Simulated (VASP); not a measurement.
# BaTiO3 (P4mm) in VASP: further runs, part 2 of 2

VASP 6.6.1. The steps go on from the part before.

**5. Single point, PBE (strain +0.030 along x and y, -0.030 along z)**

Input file INCAR:

```
ALGO = Normal
EDIFF = 1E-6
ENCUT = 520
GGA = PE
ISIF = 2
ISMEAR = 0
LASPH = T
LCHARG = F
LREAL = F
LWAVE = F
NBANDS = 28
NELM = 60
PREC = Accurate
SIGMA = 0.05
```

Input file KPOINTS:

```
k-points
0
Gamma
  8 8 6
```

Input file POSCAR:

```
BaTiO3
1.0
    4.1049142711      0.0000000000      0.0000000000
    0.0000000000      4.1049142711      0.0000000000
    0.0000000000      0.0000000000      4.0757530286
Ba Ti O
1 1 3
Direct
    0.0000000000      0.0000000000      0.9863187693
    0.5000000000      0.5000000000      0.4690806688
    0.5000000000      0.5000000000      0.0378497747
    0.5000000000      0.0000000000      0.5173753936
    0.0000000000      0.5000000000      0.5173753936
```

Potentials or basis: VASP PAW PBE potentials, release 64 (Ba_sv, Ti_sv, O).

Command:

```sh
cat potpaw_PBE.64/Ba_sv/POTCAR potpaw_PBE.64/Ti_sv/POTCAR potpaw_PBE.64/O/POTCAR > POTCAR
mpirun -np 1 vasp_std > vasp.out
```

OUTCAR:

```text
EDIFF = 1E-6
   ENCUT = 520
   GGA = PE
   ISIF = 2
   ISMEAR = 0
   LASPH = T
   LREAL = F
   NELM = 60
   PREC = Accurate

 ion  position               nearest neighbor table
   1  0.000  0.000  0.986-   4 2.80   5 2.80   5 2.80   4 2.80   3 2.91   3 2.91   3 2.91   3 2.91
                             4 2.98   5 2.98   5 2.98   4 2.98   2 3.51   2 3.51   2 3.51   2 3.51
   2  0.500  0.500  0.469-   3 1.76   4 2.06   5 2.06   4 2.06   5 2.06   3 2.32   1 3.51   1 3.51
                             1 3.51   1 3.51   1 3.59   1 3.59   1 3.59   1 3.59
   3  0.500  0.500  0.038-   2 1.76   2 2.32   1 2.91   1 2.91   1 2.91   1 2.91
   4  0.500  0.000  0.517-   2 2.06   2 2.06   1 2.80   1 2.80   1 2.98   1 2.98
   5  0.000  0.500  0.517-   2 2.06   2 2.06   1 2.80   1 2.80   1 2.98   1 2.98

  LATTYP: Found a simple tetragonal cell.
 ALAT       =     4.1049142711
 C/A-ratio  =     0.9928960167

  Lattice vectors:

 A1 = (   4.1049142711,   0.0000000000,   0.0000000000)
 A2 = (   0.0000000000,   4.1049142711,   0.0000000000)
 A3 = (   0.0000000000,   0.0000000000,   4.0757530286)

Analysis of symmetry for initial positions (statically):
[... 181 lines left out ...]

 val. band max:        3.4451206946   @ k =   0.5000   0.5000   0.5000
 cond. band min:       5.2004178222   @ k =   0.0000   0.0000   0.0000
 fundamental gap:      1.7552971276
 Fermi energy:         3.7143250556

 k-point     1 :       0.0000    0.0000    0.0000
  band No.  band energies     occupation
      1     -53.2217      2.00000
      2     -29.5932      2.00000
      3     -29.3979      2.00000
      4     -29.3979      2.00000
      5     -21.7129      2.00000
      6     -13.5231      2.00000
[... 733 lines left out ...]
     27      10.9379      0.00000
     28      11.7051      0.00000

 [... further k-points ...]

------------------------ aborting loop because EDIFF is reached ----------------------------------------

  FORCE on cell =-STRESS in cart. coord.  units (eV):
  Direction    XX          YY          ZZ          XY          YZ          ZX
  --------------------------------------------------------------------------------------
  -------------------------------------------------------------------------------------
  Total       -2.4184555     -2.4184555      2.0078101      0.0000000      0.0000000      0.0000000
  in kB      -56.4199426    -56.4199426     46.8400321      0.0000000      0.0000000      0.0000000
  external PRESSURE =     -21.9999510 kB  Pullay stress =       0.0000000 kB

 VOLUME and BASIS-vectors are now :
 -----------------------------------------------------------------------------
  energy-cutoff  :      520.00
  volume of cell :       68.68
      direct lattice vectors                 reciprocal lattice vectors
     4.104914271  0.000000000  0.000000000     0.243610447  0.000000000  0.000000000
     0.000000000  4.104914271  0.000000000     0.000000000  0.243610447  0.000000000
     0.000000000  0.000000000  4.075753029     0.000000000  0.000000000  0.245353434

 POSITION                                       TOTAL-FORCE (eV/Angst)
 -----------------------------------------------------------------------------------
      0.00000      0.00000      4.01999         0.000000     -0.000000      0.070427
      2.05246      2.05246      1.91186        -0.000000      0.000000      0.933224
      2.05246      2.05246      0.15427        -0.000000     -0.000000     -0.857987
      2.05246      0.00000      2.10869        -0.000000     -0.000000     -0.072832
      0.00000      2.05246      2.10869        -0.000000     -0.000000     -0.072832
 -----------------------------------------------------------------------------------
    total drift:                                0.000000     -0.000000     -0.000124

  FREE ENERGIE OF THE ION-ELECTRON SYSTEM (eV)
  ---------------------------------------------------
  free  energy   TOTEN  =       -39.9471073571 eV

  energy  without entropy=      -39.9471073571  energy(sigma->0) =      -39.94710736
```

It took 48 s on 1 thread of Intel Xeon 6975P-C (Granite Rapids), shared host; peak memory 0.25 GiB.

Results:

| Quantity | Value |
| --- | --- |
| Free energy | -39.9471 eV |
| Pressure | -2.2 GPa |
| Largest force | 0.933 eV/Å |
| Band gap on the k mesh | 1.76 eV, indirect (least direct gap 2.21 eV) |

Forces in eV/Å, atoms in the order of the input:
```
Ba   0.000  0.000  0.070
Ti   0.000  0.000  0.933
O    0.000  0.000 -0.858
O    0.000  0.000 -0.073
O    0.000  0.000 -0.073
```

Stress tensor (GPa, compression positive):
```
-5.64  0.00  0.00
 0.00 -5.64  0.00
 0.00  0.00  4.68
```

Levels at points of the mesh, in eV from the valence-band top:
| k point | band 18 | band 19 | band 20 | band 21 | band 22 | band 23 |
| --- | --- | --- | --- | --- | --- | --- |
| (0.00, 0.00, 0.00) | -0.77 | -0.46 | -0.46 | 1.76 | 2.49 | 2.49 |
| (0.50, 0.00, 0.00) | -1.44 | -1.44 | -1.23 | 2.55 | 3.22 | 3.40 |
| (0.50, 0.50, 0.00) | -1.32 | -1.32 | -0.09 | 3.43 | 3.43 | 3.65 |
| (0.00, 0.00, 0.50) | -1.83 | -0.69 | -0.69 | 1.91 | 3.67 | 3.67 |
| (0.50, 0.00, 0.50) | -0.92 | -0.87 | -0.37 | 3.27 | 3.67 | 3.79 |
| (0.50, 0.50, 0.50) | -0.27 | -0.27 | 0.00 | 3.82 | 4.00 | 4.00 |

Caveat: the cell differs from its parent crystal (strain +0.030 along x and y, -0.030 along z); spin-orbit coupling is left out, which moves the levels of the heavy elements.

**6. Summary**

```csv
cell,gap on the mesh (eV),pressure (GPa),largest force (eV/Å)
"a = 4.045, b = 4.045, c = 4.076 Å, 5 atoms",1.81,2.0,1.01
"a = 3.985, b = 3.985, c = 4.265 Å, 5 atoms",1.75,-0.6,0.35
"a = 4.045, b = 4.045, c = 4.139 Å, 5 atoms",1.77,-0.6,0.48
"a = 4.105, b = 4.105, c = 4.076 Å, 5 atoms",1.76,-2.2,0.93
```

Alike in all rows: task single point; level PBE; potentials or basis VASP PAW PBE potentials, release 64 (Ba_sv, Ti_sv, O); no spin polarisation; k mesh 8 × 8 × 6; cutoff (eV) 520; smearing gaussian 0.05 eV.

Caveats: spin-orbit coupling is left out, which moves the levels of the heavy elements; forces of over 1 eV/Å act on the atoms, so gaps and moduli don't describe the material at rest (some runs).

Absolute energies hang on the potentials; compare differences alone.
